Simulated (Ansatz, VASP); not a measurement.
**KI in VASP and in Ansatz**

File INCAR:

```
ALGO     = Normal         # electronic algorithm
EDIFF    = 1E-7           # SCF threshold, eV
ENCUT    = 520            # plane-wave cutoff, eV
GGA      = PE             # functional
ISIF     = 2              # what is computed and relaxed
ISMEAR   = 0              # smearing method
LASPH    = True           # aspherical terms in the spheres
LCHARG   = True           # write CHGCAR
LELF     = True           # ELF
LREAL    = False          # projectors in reciprocal space
LVHAR    = True         
LWAVE    = False          # write WAVECAR
NBANDS   = 15             # bands
NELM     = 60             # most SCF steps
PREC     = Accurate       # precision mode
SIGMA    = 0.05           # smearing width, eV
```

File KPOINTS:

```
k-points
0
Gamma
  6 6 6
```

File POSCAR:

```
KI
1.0
    0.0000000000      3.9563727749      2.7971555518
    3.9563727749      0.0000000000      2.7971555518
    3.9563727749      3.9563727749      0.0000000000
K I
1 1
Direct
    0.0000000000      0.0000000000      0.0000000000
    0.5000000000      0.5000000000      0.5000000000
```

Input for Ansatz:

```yaml
crystal:
  lattice:
    - [0.0, 3.9563727749, 2.7971555518]
    - [3.9563727749, 0.0, 2.7971555518]
    - [3.9563727749, 3.9563727749, 0.0]
  atoms:
    - { symbol: K, position: [0.0, 0.0, 0.0] }
    - { symbol: I, position: [0.5, 0.5, 0.5] }
basis:
  ecutwfc: 420
kpoints:
  mp_grid: { grid: [6, 6, 6] }
hamiltonian:
  xc: pbe
scf:
  occupations: { method: gaussian, width: 0.05 }
output:
  forces: true
  stress: true
  eigenvalues: true
```

Alike in both runs: task single point; functional PBE; k mesh 6 × 6 × 6; occupations gaussian, width 0.05 eV; no spin polarisation.

```csv
,VASP,Ansatz
version,VASP 6.6.1,Ansatz 0.2.0
potentials or method,"VASP PAW PBE potentials, release 64 (K_sv, I), cutoff 520 eV","scalar-relativistic, plane waves, PAW"
valence electrons in the cell,16,26
```

Ansatz gave:

* gap on the k mesh at the Fermi level (eV): 3.14
* least direct gap on the mesh (eV): 3.14
* pressure (GPa): 7.3
* traceless stress, the component that is largest in VASP (GPa): 16.02

Task: What did VASP give for the same quantities?

Result: gap on the k mesh at the Fermi level (eV): 3.13; least direct gap on the mesh (eV): 3.13; pressure (GPa): 7.3; traceless stress, the component that is largest in VASP (GPa): 16.18.

VASP's potentials hold 16 valence electrons a cell and Ansatz's 26, so a difference there can come from the potentials and not from the codes.

Neither program's run includes spin-orbit coupling.
